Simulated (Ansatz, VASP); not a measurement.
# Two plane-wave programs on BN

```xyz
4
Lattice="2.6203 0.0000 0.0000 -1.3101 2.2692 0.0000 0.0000 0.0000 4.3340" Properties=species:S:1:pos:R:3 pbc="T T T"
B     1.3101    0.7564    4.3331
B     0.0000    1.5128    2.1661
N     1.3101    0.7564    2.7096
N     0.0000    1.5128    0.5426
```

Change from the starting cell: strain +0.030 along x and y, +0.030 along z, atoms carried along.

Alike in both runs: task single point; functional r2SCAN; k mesh 12 × 12 × 6; occupations gaussian, width 0.05 eV; no spin polarisation.

|  | VASP | Ansatz |
| --- | --- | --- |
| version | VASP 6.6.1 | Ansatz 0.2.0 |
| potentials or method | VASP PAW PBE potentials, release 64 (B, N), cutoff 520 eV | scalar-relativistic, plane waves, PAW |
| valence electrons in the cell | 16 | 16 |

Ansatz gave:

| Property | Result |
| --- | --- |
| gap on the k mesh at the Fermi level (eV) | 5.84 |
| least direct gap on the mesh (eV) | 8.51 |
| pressure (GPa) | -29.5 |
| traceless stress, the component that is largest in VASP (GPa) | -0.19 |
| rms of the force components (eV/Å) | 0.037 |

Task: Estimate VASP's values.

Result: gap on the k mesh at the Fermi level (eV): 5.82; least direct gap on the mesh (eV): 8.49; pressure (GPa): -28.7; traceless stress, the component that is largest in VASP (GPa): -0.20; rms of the force components (eV/Å): 0.035.

VASP's potentials were made for PBE, not for r2SCAN. Atom by atom the forces differ by 0.002 eV/Å (rms over components). Both programs put the cell under strong tension, so it lies far from rest at this level. With one functional, cell and mesh, what is left measures potentials, basis and numerics.
